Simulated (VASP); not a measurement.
Write the native input for VASP 6.6.1 that does the following.

| Quantity | Value |
| --- | --- |
| Task | single point |
| Functional | LDA |
| Potentials or basis | VASP PAW LDA potentials, release 64 (Pt) |
| Cutoff | 520 eV |
| k mesh | 12 × 8 × 8 |
| Occupations | gaussian, width 0.15 eV |
| Spin | no spin polarisation |
| Dipole correction | no |
| Further INCAR settings | ALGO = Fast; EDIFF = 1e-06; NBANDS = 28 |

The structure of Pt lies in POSCAR:

```
Pt
1.0
   -2.7079582014      0.0000000000      0.0000000000
    0.0000000000      0.0000000000     -4.6781625695
    0.0000000000     -4.6903211896      0.0000000000
Pt
4
Direct
    0.0000000000      0.2500000000      0.3333333333
    0.5000000000      0.2500000000      0.8333333333
    0.5000000000      0.7500000000      0.1666666667
    0.0000000000      0.7500000000      0.6666666667
```

One way to write it, as run:

INCAR

```
PREC = Accurate
ENCUT = 520
EDIFF = 1E-6
ISMEAR = 0
SIGMA = 0.15
LREAL = F
LASPH = T
NELM = 60
ALGO = Fast
ISIF = 2
LWAVE = F
LCHARG = F
GGA = CA
NBANDS = 28
```

KPOINTS

```
regular mesh
0
Gamma
  12 8 8
```

Potentials or basis: VASP PAW LDA potentials, release 64 (Pt).

The run is started by

```sh
$ cat potpaw_LDA.64/Pt/POTCAR > POTCAR
$ mpirun -np 1 vasp_std > vasp.out
```

It gave:

| Item | Value |
| --- | --- |
| Pressure | 0.9 GPa |
| Largest force | 0.008 eV/Å |
| Band gap on the k mesh | zero (band 20 reaches 11.96 eV, above the bottom of band 21 at 10.79 eV) |

Caveat: spin-orbit coupling is left out, which moves the levels of the heavy elements.

It took 7.3 min on 1 thread of Intel Xeon 8259CL (shared host), peak memory 0.31 GiB.
